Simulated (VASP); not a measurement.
# W (P4/nmm) in VASP: single point with PBEsol

Aim: the single point of W with PBEsol.

Program: VASP 6.6.1. These are calculated values, not measurements. Logs are shortened: lines on timing, memory, paths and dates and some standing lists are left out, and cuts for length are marked.

### Step 1. The cell of the first run

The structure is tetragonal, space group P4/nmm (No. 129). The conventional cell has a = 2.827 Å, b = 2.827 Å, c = 3.998 Å, α = 90.00°, β = 90.00°, γ = 90.00°. Within 3.6 Å of W (site symmetry 4mm) lie 12 W at 2.73 to 2.92 Å.

### Step 2. Single point, PBEsol (mode 4 frozen in at +0.000 Å and mode 6 at -0.068 Å (largest displacements))

File INCAR:

```
PREC = Accurate
ENCUT = 520
EDIFF = 1E-6
ISMEAR = 0
SIGMA = 0.15
LREAL = F
LASPH = T
NELM = 100
ALGO = Fast
ISIF = 2
LWAVE = F
LCHARG = T
GGA = PS
LELF = T
LVHAR = T
NBANDS = 21
```

File KPOINTS:

```
regular mesh
0
Gamma
  16 16 12
```

File POSCAR:

```
W
1.0
    0.0000000000     -1.9991269216     -1.9991269216
    0.0000000000      1.9991269216     -1.9991269216
    3.9982538432      0.0000000000      0.0000000000
W
2
Direct
    0.5000000000      0.5000000000      0.4829925756
    0.0000000000      0.0000000000      0.0170074244
```

Potentials or basis: VASP PAW PBE potentials, release 64 (W_sv).

Command:

```console
cat potpaw_PBE.64/W_sv/POTCAR > POTCAR
mpirun -np 1 vasp_std > vasp.out
```

OUTCAR:

```text
PREC = Accurate
   ENCUT = 520
   EDIFF = 1E-6
   ISMEAR = 0
   LREAL = F
   LASPH = T
   NELM = 100
   ISIF = 2
   GGA = PS

 ion  position               nearest neighbor table
   1  0.500  0.500  0.483-   2 2.73   2 2.73   2 2.73   2 2.73   2 2.92   2 2.92   2 2.92   2 2.92

   2  0.000  0.000  0.017-   1 2.73   1 2.73   1 2.73   1 2.73   1 2.92   1 2.92   1 2.92   1 2.92

  LATTYP: Found a simple tetragonal cell.
 ALAT       =     2.8271924054
 C/A-ratio  =     1.4142135624

  Lattice vectors:

 A1 = (   0.0000000000,  -1.9991269216,  -1.9991269216)
 A2 = (   0.0000000000,   1.9991269216,  -1.9991269216)
 A3 = (   3.9982538432,   0.0000000000,   0.0000000000)

Analysis of symmetry for initial positions (statically):
=====================================================================
 Subroutine PRICEL returns:
 Original cell was already a primitive cell.

 Routine SETGRP: Setting up the symmetry group for a
 simple tetragonal supercell.

 Subroutine GETGRP returns: Found 16 space group operations
 (whereof  8 operations were pure point group operations)
 out of a pool of 16 trial point group operations.

The static configuration has the point symmetry C_4v.
 The point group associated with its full space group is D_4h.

Analysis of symmetry for dynamics (positions and initial velocities):
=====================================================================
 Subroutine PRICEL returns:
 Original cell was already a primitive cell.

 Routine SETGRP: Setting up the symmetry group for a
 simple tetragonal supercell.

 Subroutine GETGRP returns: Found 16 space group operations
 (whereof  8 operations were pure point group operations)
 out of a pool of 16 trial point group operations.

The dynamic configuration has the point symmetry C_4v.
 The point group associated with its full space group is D_4h.

 Subroutine INISYM returns: Found 16 space group operations
 (whereof  8 operations are pure point group operations),
 and found     1 'primitive' translations

----------------------------------------------------------------------------------------

                                     Primitive cell

  volume of cell :      31.9581

  direct lattice vectors                    reciprocal lattice vectors
     0.000000000 -1.999126922 -1.999126922     0.000000000 -0.250109182 -0.250109182
     0.000000000  1.999126922 -1.999126922     0.000000000  0.250109182 -0.250109182
     3.998253843  0.000000000  0.000000000     0.250109182  0.000000000  0.000000000

  length of vectors
     2.827192405  2.827192405  3.998253843     0.353707798  0.353707798  0.250109182

  position of ions in fractional coordinates (direct lattice)
     0.500000000  0.500000000  0.482992576
     0.000000000  0.000000000  0.017007424

  ion indices of the primitive-cell ions
   primitive index   ion index
                 1           1
                 2           2

----------------------------------------------------------------------------------------

 KPOINTS: regular mesh

Automatic generation of k-mesh.
 Grid dimensions read from file:
 generate k-points for:   16   16   12

 Generating k-lattice:

  Cartesian coordinates                     Fractional coordinates (reciprocal lattice)
     0.000000000 -0.015631824 -0.015631824     0.062500000  0.000000000  0.000000000
     0.000000000  0.015631824 -0.015631824     0.000000000  0.062500000  0.000000000
     0.020842432  0.000000000  0.000000000     0.000000000  0.000000000  0.083333333

  Length of vectors
     0.022106737  0.022106737  0.020842432

  Shift w.r.t. Gamma in fractional coordinates (k-lattice)
     0.000000000  0.000000000  0.000000000

 Subroutine IBZKPT returns following result:
 ===========================================

 Found    315 irreducible k-points:

 Following reciprocal coordinates:
            Coordinates               Weight
  0.000000  0.000000  0.000000      1.000000
  0.062500  0.000000  0.000000      4.000000
  0.125000  0.000000  0.000000      4.000000
  0.187500  0.000000  0.000000      4.000000
  0.250000  0.000000  0.000000      4.000000
  0.312500  0.000000  0.000000      4.000000
[... 16 lines left out ...]
  0.437500  0.125000  0.000000      8.000000
  0.500000  0.125000  0.000000      4.000000
 [... further k-points ...]
   k-points           NKPTS =    315   k-points in BZ     NKDIM =    315   number of bands    NBANDS=     21
   number of dos      NEDOS =    301   number of ions     NIONS =      2
   total plane-waves  NPLWV =  17280
   dimension x,y,z NGX =    24 NGY =   24 NGZ =   30
   dimension x,y,z NGXF=    48 NGYF=   48 NGZF=   60
   ions per type =               2
   NGX,Y,Z   is equivalent  to a cutoff of  14.11, 14.11, 12.47 a.u.
   NGXF,Y,Z  is equivalent  to a cutoff of  28.23, 28.23, 24.95 a.u.
 SYSTEM =  unknown system
   PREC   = accura    normal or accurate (medium, high low for compatibility)
   ISTART =      0    job   : 0-new  1-cont  2-samecut
   ICHARG =      2    charge: 1-file 2-atom 10-const
   ISPIN  =      1    spin polarized calculation?
   LNONCOLLINEAR =      F non collinear calculations
   LSORBIT =      F    spin-orbit coupling
   LASPH  =      T    aspherical Exc in radial PAW
   ENCUT  =  520.0 eV  38.22 Ry    6.18 a.u.   5.26  5.26  7.43*2*pi/ulx,y,z
   NELM   =    100;   NELMIN=  2; NELMDL= -5     # of ELM steps
   EDIFF  = 0.1E-05   stopping-criterion for ELM
   LREAL  =      F    real-space projection
   EDIFFG = 0.1E-04   stopping-criterion for IOM
   NSW    =      0    number of steps for IOM
   IBRION =     -1    ionic relax: 0-MD 1-quasi-New 2-CG
   NFREE  =      0    steps in history (QN), initial steepest desc. (CG)
   ISIF   =      2    stress and relaxation
   ISYM   =      2    0-nonsym 1-usesym 2-fastsym
   POTIM  = 0.5000    time-step for ionic-motion
   TEBEG  =    0.0;   TEEND  =   0.0 temperature during run
   PSTRESS=    0.0 pullay stress
   NELECT =      28.0000    total number of electrons
   NUPDOWN=      -1.0000    fix difference up-down
   EMIN   =  10.00;   EMAX   =-10.00  energy-range for DOS
   EFERMI =   0.00;   METHOD = LEGACY
   ISMEAR =     0;   SIGMA  =   0.15  broadening in eV -4-tet -1-fermi 0-gaus
   EFERMI_NEDOS =   21; number of points for ismear=-14 and -15
   IALGO  =     68    algorithm
   IMIX   =      4    mixing-type and parameters
     AMIX     =   0.40;   BMIX     =  1.00
     AMIX_MAG =   1.60;   BMIX_MAG =  1.00
  volume/ion in A,a.u.               =      15.98       107.83
  Fermi-wavevector in a.u.,A,eV,Ry     =   1.566512  2.960279 33.388164  2.453961
  Thomas-Fermi vector in A             =   2.668829
   LORBIT       =      0    0 simple, 1 ext, 2 COOP (PROOUT), +10 PAW based schemes
   GGA     = PS    functional components
   LHFCALC =     F    Hartree Fock is set to
   AEXX    =    0.0000 exact exchange contribution
   IVDW    =     0    specifies the selected vdW correction
   LEPSILON=     F    determine dielectric tensor
   LRPA    =     F    only Hartree local field effects (RPA)
 non-spin polarized calculation
 RMM-DIIS sequential band-by-band and
 Gauss-broadening in eV      SIGMA  =   0.15
  energy-cutoff  :      520.00
  volume of cell :       31.96
 maximum number of plane-waves:       888
 NGX is ok and might be reduce to    24
   NGX = 11   NGY = 11   NGZ = 15

 number of electron      27.9999997 magnetization

 Free energy of the ion-electron system (eV)
  ---------------------------------------------------
  ext. energy  EPLUGINS =         0.00000000
  ---------------------------------------------------
  free energy    TOTEN  =       -26.48858569 eV

  energy without entropy =      -26.46172299  energy(sigma->0) =      -26.47515434

 E-fermi :  10.7272     XC(G=0): -13.6948

 val. band max:       10.7219275304   @ k =   0.1250   0.1250   0.1667
 cond. band min:      10.7294149586   @ k =   0.2500   0.1250   0.0833
 fundamental gap:      0.0074874282
 Fermi energy:        10.7272424255

 k-point     1 :       0.0000    0.0000    0.0000
  band No.  band energies     occupation
      1     -62.8865      2.00000
      2     -62.7116      2.00000
      3     -27.6666      2.00000
      4     -26.9516      2.00000
      5     -26.9516      2.00000
      6     -26.4698      2.00000
[... 13 lines left out ...]
     20      16.6583      0.00000
     21      22.6866      0.00000

 k-point     2 :       0.0625    0.0000    0.0000
  band No.  band energies     occupation
      1     -62.8833      2.00000
      2     -62.7117      2.00000
      3     -27.6542      2.00000
      4     -26.9760      2.00000
      5     -26.9447      2.00000
      6     -26.4902      2.00000
[... 13 lines left out ...]
     20      17.2848      0.00000
     21      21.9059      0.00000

 k-point     3 :       0.1250    0.0000    0.0000
  band No.  band energies     occupation
      1     -62.8741      2.00000
      2     -62.7122      2.00000
      3     -27.6181      2.00000
      4     -27.0439      2.00000
      5     -26.9247      2.00000
      6     -26.5798      2.00000
[... 13 lines left out ...]
     20      18.5094      0.00000
     21      20.6676      0.00000

 k-point     4 :       0.1875    0.0000    0.0000
  band No.  band energies     occupation
      1     -62.8595      2.00000
      2     -62.7137      2.00000
      3     -27.5614      2.00000
      4     -27.1412      2.00000
      5     -26.8929      2.00000
      6     -26.7117      2.00000
[... 13 lines left out ...]
     20      19.4707      0.00000
     21      19.9010      0.00000

 k-point     5 :       0.2500    0.0000    0.0000
  band No.  band energies     occupation
      1     -62.8410      2.00000
      2     -62.7169      2.00000
      3     -27.4907      2.00000
      4     -27.2494      2.00000
      5     -26.8624      2.00000
      6     -26.8514      2.00000
[... 13 lines left out ...]
     20      18.5039      0.00000
     21      21.3381      0.00000
[... 382 lines left out ...]
     20      18.8083      0.00000
     21      22.6370      0.00000

 k-point    22 :       0.3750    0.1250    0.0000
  band No.  band energies     occupation
      1     -62.7899      2.00000
      2     -62.7276      2.00000
      3     -27.4284      2.00000
      4     -27.3791      2.00000
      5     -27.0815      2.00000
      6     -26.8494      2.00000
[... 13 lines left out ...]
     20      18.3607      0.00000
     21      23.2681      0.00000

 k-point    23 :       0.4375    0.1250    0.0000
  band No.  band energies     occupation
      1     -62.7703      2.00000
      2     -62.7385      2.00000
      3     -27.4678      2.00000
      4     -27.4237      2.00000
      5     -27.0372      2.00000
      6     -26.8740      2.00000
[... 13 lines left out ...]
     20      18.1000      0.00000
     21      22.9585      0.00000

 k-point    24 :       0.5000    0.1250    0.0000
  band No.  band energies     occupation
      1     -62.7528      2.00000
      2     -62.7528      2.00000
      3     -27.4643      2.00000
      4     -27.4643      2.00000
      5     -26.9544      2.00000
      6     -26.9544      2.00000
[... 13 lines left out ...]
     20      17.5572      0.00000
     21      23.3097      0.00000

 [... further k-points ...]
[... 5 lines left out ...]
  --------------------------------------------------------------------------------------
  -------------------------------------------------------------------------------------
  Total       -0.5403125      1.2000907      1.2000907      0.0000000      0.0000000      0.0000000
  in kB      -27.0878462     60.1649498     60.1649498      0.0000000      0.0000000      0.0000000
  external PRESSURE =      31.0806845 kB  Pullay stress =       0.0000000 kB

 VOLUME and BASIS-vectors are now :
 -----------------------------------------------------------------------------
  energy-cutoff  :      520.00
  volume of cell :       31.96
      direct lattice vectors                 reciprocal lattice vectors
     0.000000000 -1.999126922 -1.999126922     0.000000000 -0.250109182 -0.250109182
     0.000000000  1.999126922 -1.999126922     0.000000000  0.250109182 -0.250109182
     3.998253843  0.000000000  0.000000000     0.250109182  0.000000000  0.000000000

 POSITION                                       TOTAL-FORCE (eV/Angst)
 -----------------------------------------------------------------------------------
      1.93113      0.00000     -1.99913         2.030627     -0.000000      0.000000
      0.06800      0.00000      0.00000        -2.030627      0.000000     -0.000000
 -----------------------------------------------------------------------------------
    total drift:                                0.000000     -0.000000      0.000000

  FREE ENERGIE OF THE ION-ELECTRON SYSTEM (eV)
  ---------------------------------------------------
  free  energy   TOTEN  =       -26.4885856922 eV

  energy  without entropy=      -26.4617229928  energy(sigma->0) =      -26.47515434
```

It took 65 s on 1 thread of Intel Xeon 6975P-C (Granite Rapids), shared host; peak memory 0.27 GiB.

What came out:

```yaml
Free_energy: -26.4886 eV
Pressure: 3.1 GPa
Largest_force: 2.031 eV/Å
Band_gap_on_the_k_mesh: zero (band 14 reaches 13.92 eV, above the bottom of band 15 at 10.25 eV)
```

Forces in eV/Å, atoms in the order of the input:
```
W    2.031  0.000  0.000
W   -2.031  0.000  0.000
```

Caveat: the cell differs from its parent crystal (mode 4 frozen in at +0.000 Å and mode 6 at -0.068 Å (largest displacements)); the PAW data sets were made with another functional, which shifts forces and pressure a little; spin-orbit coupling is left out, which moves the levels of the heavy elements.
